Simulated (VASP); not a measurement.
# Al2Cu (Cmcm) in VASP: single point with PBE

Aim: the single point of Al2Cu with PBE.

All numbers are computed with VASP 6.6.1; they aren't measurements. Logs are shortened: lines on timing, memory, paths and dates and some standing lists are left out, and cuts for length are marked.

## 1. The cell of the first run

The structure is orthorhombic, space group Cmcm (No. 63). The conventional cell has a = 8.331 Å, b = 4.810 Å, c = 4.394 Å, α = 90.00°, β = 90.00°, γ = 90.00°. Al (site symmetry m) has 7 Al at 2.72 to 2.78 Å and 5 Cu at 2.72 to 2.78 Å within 3.6 Å. Cu (site symmetry m2m) has 10 Al at 2.72 to 2.78 Å and 2 Cu at 2.72 Å within 3.6 Å.

## 2. Single point, PBE

INCAR reads:

```
SYSTEM = Al2Cu
PREC     = Accurate       ! precision mode
ENCUT    = 520            ! plane-wave cutoff, eV
EDIFF    = 1E-6           ! SCF threshold, eV
ISMEAR   = 0              ! smearing method
SIGMA    = 0.1            ! smearing width, eV
LREAL    = .FALSE.        ! projectors in reciprocal space
LASPH    = .TRUE.         ! aspherical terms in the spheres
NELM     = 60             ! most SCF steps
ALGO     = Normal         ! electronic algorithm
ISIF     = 2              ! what is computed and relaxed
LWAVE    = .FALSE.        ! write WAVECAR
LCHARG   = .TRUE.         ! write CHGCAR
GGA      = PE             ! functional
LELF     = .TRUE.         ! ELF
LVHAR    = .TRUE.       
NBANDS   = 26             ! bands
```

KPOINTS reads:

```
Automatic mesh
0
G
  6 6 4
  0 0 0
```

POSCAR reads:

```
Al2Cu
1.0
    4.1655231000     -2.4049658800      0.0000000000
    4.1655231000      2.4049658800      0.0000000000
    0.0000000000      0.0000000000      4.3937794400
Al Cu
4 2
Direct
    0.0000000000      0.3333333300      0.2500000000
    0.6666666700      0.0000000000      0.2500000000
    0.3333333300      0.0000000000      0.7500000000
    0.0000000000      0.6666666700      0.7500000000
    0.3333333300      0.6666666700      0.2500000000
    0.6666666700      0.3333333300      0.7500000000
```

Potentials or basis: VASP PAW PBE potentials, release 64 (Al, Cu).

The run is started by

```sh
> cat potpaw_PBE.64/Al/POTCAR potpaw_PBE.64/Cu/POTCAR > POTCAR
> mpirun -np 1 vasp_std > vasp.out
```

OUTCAR:

```text
SYSTEM = Al2Cu
   PREC = Accurate
   ENCUT = 520
   EDIFF = 1E-6
   ISMEAR = 0
   LREAL = .FALSE.
   LASPH = .TRUE.
   NELM = 60
   ISIF = 2
   GGA = PE

 ion  position               nearest neighbor table
   1  0.000  0.333  0.250-   3 2.72   3 2.72   6 2.72   6 2.72   4 2.72   4 2.72   5 2.78   2 2.78
                             2 2.78   2 2.78   5 2.78   5 2.78
   2  0.667  0.000  0.250-   4 2.72   4 2.72   6 2.72   6 2.72   3 2.72   3 2.72   5 2.78   1 2.78
                             5 2.78   1 2.78   1 2.78   5 2.78
   3  0.333  0.000  0.750-   1 2.72   1 2.72   5 2.72   5 2.72   2 2.72   2 2.72   6 2.78   4 2.78
                             4 2.78   6 2.78   4 2.78   6 2.78
   4  0.000  0.667  0.750-   2 2.72   2 2.72   5 2.72   5 2.72   1 2.72   1 2.72   6 2.78   3 2.78
                             6 2.78   3 2.78   3 2.78   6 2.78
   5  0.333  0.667  0.250-   3 2.72   4 2.72   3 2.72   4 2.72   6 2.72   6 2.72   1 2.78   2 2.78
                             2 2.78   1 2.78   1 2.78   2 2.78
   6  0.667  0.333  0.750-   1 2.72   2 2.72   1 2.72   2 2.72   5 2.72   5 2.72   3 2.78   4 2.78
                             3 2.78   4 2.78   3 2.78   4 2.78

  LATTYP: Found a hexagonal cell.
 ALAT       =     4.8099317647
 C/A-ratio  =     0.9134806178

  Lattice vectors:

 A1 = (  -4.1655231000,  -2.4049658800,   0.0000000000)
 A2 = (   4.1655231000,  -2.4049658800,   0.0000000000)
 A3 = (   0.0000000000,   0.0000000000,   4.3937794400)

Analysis of symmetry for initial positions (statically):
=====================================================================
 Subroutine PRICEL returns:
 Original cell was already a primitive cell.

 Routine SETGRP: Setting up the symmetry group for a
 hexagonal supercell.

 Subroutine GETGRP returns: Found  8 space group operations
 (whereof  4 operations were pure point group operations)
 out of a pool of 24 trial point group operations.

The static configuration has the point symmetry C_2h.
 The point group associated with its full space group is D_2h.

Analysis of symmetry for dynamics (positions and initial velocities):
=====================================================================
 Subroutine PRICEL returns:
 Original cell was already a primitive cell.

 Routine SETGRP: Setting up the symmetry group for a
 hexagonal supercell.

 Subroutine GETGRP returns: Found  8 space group operations
 (whereof  4 operations were pure point group operations)
 out of a pool of 24 trial point group operations.

The dynamic configuration has the point symmetry C_2h.
 The point group associated with its full space group is D_2h.

 Subroutine INISYM returns: Found  8 space group operations
 (whereof  4 operations are pure point group operations),
 and found     1 'primitive' translations

----------------------------------------------------------------------------------------

                                     Primitive cell

  volume of cell :      88.0332

  direct lattice vectors                    reciprocal lattice vectors
     4.165523100 -2.404965880  0.000000000     0.120032944 -0.207903157  0.000000000
     4.165523100  2.404965880  0.000000000     0.120032944  0.207903157  0.000000000
     0.000000000  0.000000000  4.393779440     0.000000000  0.000000000  0.227594492

  length of vectors
     4.809931765  4.809931765  4.393779440     0.240065888  0.240065888  0.227594492

  position of ions in fractional coordinates (direct lattice)
     0.000000000  0.333333330  0.250000000
     0.666666670  0.000000000  0.250000000
     0.333333330  0.000000000  0.750000000
     0.000000000  0.666666670  0.750000000
     0.333333330  0.666666670  0.250000000
     0.666666670  0.333333330  0.750000000

  ion indices of the primitive-cell ions
   primitive index   ion index
                 1           1
                 2           2
                 3           3
                 4           4
                 5           5
                 6           6

----------------------------------------------------------------------------------------

 KPOINTS: Automatic mesh

Automatic generation of k-mesh.
 Grid dimensions read from file:
 generate k-points for:    6    6    4

 Generating k-lattice:

  Cartesian coordinates                     Fractional coordinates (reciprocal lattice)
     0.020005491 -0.034650526  0.000000000     0.166666667  0.000000000  0.000000000
     0.020005491  0.034650526  0.000000000     0.000000000  0.166666667  0.000000000
     0.000000000  0.000000000  0.056898623     0.000000000  0.000000000  0.250000000

  Length of vectors
     0.040010981  0.040010981  0.056898623

  Shift w.r.t. Gamma in fractional coordinates (k-lattice)
     0.000000000  0.000000000  0.000000000

 Subroutine IBZKPT returns following result:
 ===========================================

 Found     39 irreducible k-points:

 Following reciprocal coordinates:
            Coordinates               Weight
  0.000000  0.000000  0.000000      1.000000
  0.166667  0.000000  0.000000      4.000000
  0.166667  0.166667  0.000000      2.000000
  0.333333  0.000000  0.000000      4.000000
  0.333333  0.333333  0.000000      2.000000
  0.500000  0.000000  0.000000      2.000000
[... 16 lines left out ...]
  0.500000  0.166667  0.250000      8.000000
  0.333333  0.500000  0.250000      8.000000
 [... further k-points ...]
   k-points           NKPTS =     39   k-points in BZ     NKDIM =     39   number of bands    NBANDS=     26
   number of dos      NEDOS =    301   number of ions     NIONS =      6
   total plane-waves  NPLWV =  46656
   dimension x,y,z NGX =    36 NGY =   36 NGZ =   36
   dimension x,y,z NGXF=    72 NGYF=   72 NGZF=   72
   ions per type =               4   2
   NGX,Y,Z   is equivalent  to a cutoff of  12.44, 12.44, 13.62 a.u.
   NGXF,Y,Z  is equivalent  to a cutoff of  24.89, 24.89, 27.24 a.u.
 SYSTEM =  Al2Cu
   PREC   = accura    normal or accurate (medium, high low for compatibility)
   ISTART =      0    job   : 0-new  1-cont  2-samecut
   ICHARG =      2    charge: 1-file 2-atom 10-const
   ISPIN  =      1    spin polarized calculation?
   LNONCOLLINEAR =      F non collinear calculations
   LSORBIT =      F    spin-orbit coupling
   LASPH  =      T    aspherical Exc in radial PAW
   ENCUT  =  520.0 eV  38.22 Ry    6.18 a.u.   8.94  8.94  8.17*2*pi/ulx,y,z
   NELM   =     60;   NELMIN=  2; NELMDL= -5     # of ELM steps
   EDIFF  = 0.1E-05   stopping-criterion for ELM
   LREAL  =      F    real-space projection
   EDIFFG = 0.1E-04   stopping-criterion for IOM
   NSW    =      0    number of steps for IOM
   IBRION =     -1    ionic relax: 0-MD 1-quasi-New 2-CG
   NFREE  =      0    steps in history (QN), initial steepest desc. (CG)
   ISIF   =      2    stress and relaxation
   ISYM   =      2    0-nonsym 1-usesym 2-fastsym
   POTIM  = 0.5000    time-step for ionic-motion
   TEBEG  =    0.0;   TEEND  =   0.0 temperature during run
   PSTRESS=    0.0 pullay stress
   NELECT =      34.0000    total number of electrons
   NUPDOWN=      -1.0000    fix difference up-down
   EMIN   =  10.00;   EMAX   =-10.00  energy-range for DOS
   EFERMI =   0.00;   METHOD = LEGACY
   ISMEAR =     0;   SIGMA  =   0.10  broadening in eV -4-tet -1-fermi 0-gaus
   EFERMI_NEDOS =   21; number of points for ismear=-14 and -15
   IALGO  =     38    algorithm
   IMIX   =      4    mixing-type and parameters
     AMIX     =   0.40;   BMIX     =  1.00
     AMIX_MAG =   1.60;   BMIX_MAG =  1.00
  volume/ion in A,a.u.               =      14.67        99.01
  Fermi-wavevector in a.u.,A,eV,Ry     =   1.192209  2.252947 19.338794  1.421361
  Thomas-Fermi vector in A             =   2.328252
   LORBIT       =      0    0 simple, 1 ext, 2 COOP (PROOUT), +10 PAW based schemes
   GGA     = PE    functional components
   LHFCALC =     F    Hartree Fock is set to
   AEXX    =    0.0000 exact exchange contribution
   IVDW    =     0    specifies the selected vdW correction
   LEPSILON=     F    determine dielectric tensor
   LRPA    =     F    only Hartree local field effects (RPA)
 non-spin polarized calculation
 Gauss-broadening in eV      SIGMA  =   0.10
  energy-cutoff  :      520.00
  volume of cell :       88.03
 maximum number of plane-waves:      2397
   NGX = 17   NGY = 17   NGZ = 17

 number of electron      34.0000037 magnetization

 Free energy of the ion-electron system (eV)
  ---------------------------------------------------
  ext. energy  EPLUGINS =         0.00000000
  ---------------------------------------------------
  free energy    TOTEN  =       -22.60394748 eV

  energy without entropy =      -22.59616118  energy(sigma->0) =      -22.60005433

 E-fermi :   8.3956     XC(G=0): -10.9437

 val. band max:        8.3848524820   @ k =   0.1667   0.1667   0.2500
 cond. band min:       8.4722206233   @ k =   0.3333   0.0000   0.0000
 fundamental gap:      0.0873681413
 Fermi energy:         8.3956390583

 k-point     1 :       0.0000    0.0000    0.0000
  band No.  band energies     occupation
      1      -2.8110      2.00000
      2       3.0775      2.00000
      3       3.5008      2.00000
      4       3.5135      2.00000
      5       4.0548      2.00000
      6       4.1693      2.00000
[... 18 lines left out ...]
     25      13.4483      0.00000
     26      14.1154      0.00000

 k-point     2 :       0.1667    0.0000    0.0000
  band No.  band energies     occupation
      1      -2.5742      2.00000
      2       2.4440      2.00000
      3       3.1591      2.00000
      4       3.4525      2.00000
      5       4.1265      2.00000
      6       4.3240      2.00000
[... 18 lines left out ...]
     25      13.6480      0.00000
[... 608 lines left out ...]
     25      14.3205      0.00000
     26      15.0426      0.00000

 k-point    24 :       0.3333    0.5000    0.2500
  band No.  band energies     occupation
      1      -0.7887      2.00000
      2       0.7732      2.00000
      3       2.0053      2.00000
      4       2.5438      2.00000
      5       3.5691      2.00000
      6       4.2755      2.00000
[... 18 lines left out ...]
     25      14.2697      0.00000
     26      15.0592      0.00000

 [... further k-points ...]

------------------------ aborting loop because EDIFF is reached ----------------------------------------

  FORCE on cell =-STRESS in cart. coord.  units (eV):
  Direction    XX          YY          ZZ          XY          YZ          ZX
  --------------------------------------------------------------------------------------
  -------------------------------------------------------------------------------------
  Total       -0.9186034      0.1127821      2.1358031      0.0000000     -0.0000000      0.0000000
  in kB      -16.7182916      2.0525979     38.8709427      0.0000000     -0.0000000      0.0000000
  external PRESSURE =       8.0684163 kB  Pullay stress =       0.0000000 kB

 VOLUME and BASIS-vectors are now :
 -----------------------------------------------------------------------------
  energy-cutoff  :      520.00
  volume of cell :       88.03
      direct lattice vectors                 reciprocal lattice vectors
     4.165523100 -2.404965880  0.000000000     0.120032944 -0.207903157  0.000000000
     4.165523100  2.404965880  0.000000000     0.120032944  0.207903157  0.000000000
     0.000000000  0.000000000  4.393779440     0.000000000  0.000000000  0.227594492

 POSITION                                       TOTAL-FORCE (eV/Angst)
 -----------------------------------------------------------------------------------
      1.38851      0.80166      1.09844        -0.360717      0.295421     -0.000000
      2.77702     -1.60331      1.09844         0.360717      0.295421     -0.000000
      1.38851     -0.80166      3.29533        -0.360717     -0.295421      0.000000
      2.77702      1.60331      3.29533         0.360717     -0.295421      0.000000
      4.16552      0.80166      1.09844        -0.000000     -0.073640      0.000000
      4.16552     -0.80166      3.29533        -0.000000      0.073640      0.000000
 -----------------------------------------------------------------------------------
    total drift:                                0.000000      0.000000      0.000000

  FREE ENERGIE OF THE ION-ELECTRON SYSTEM (eV)
  ---------------------------------------------------
  free  energy   TOTEN  =       -22.6039474837 eV

  energy  without entropy=      -22.5961611828  energy(sigma->0) =      -22.60005433
```

Wall time 79 s (1 thread of Intel Xeon Platinum 8259CL at 2.50GHz (Skylake/Cascade Lake), shared host); peak memory 0.23 GiB.

Results:

- Free energy: -22.6039 eV
- Pressure: 0.8 GPa
- Largest force: 0.466 eV/Å
- Band gap on the k mesh: zero (band 17 reaches 10.36 eV, above the bottom of band 18 at 7.28 eV)

Forces on the atoms (eV/Å):
```
Al  -0.361  0.295  0.000
Al   0.361  0.295  0.000
Al  -0.361 -0.295  0.000
Al   0.361 -0.295  0.000
Cu   0.000 -0.074  0.000
Cu   0.000  0.074  0.000
```
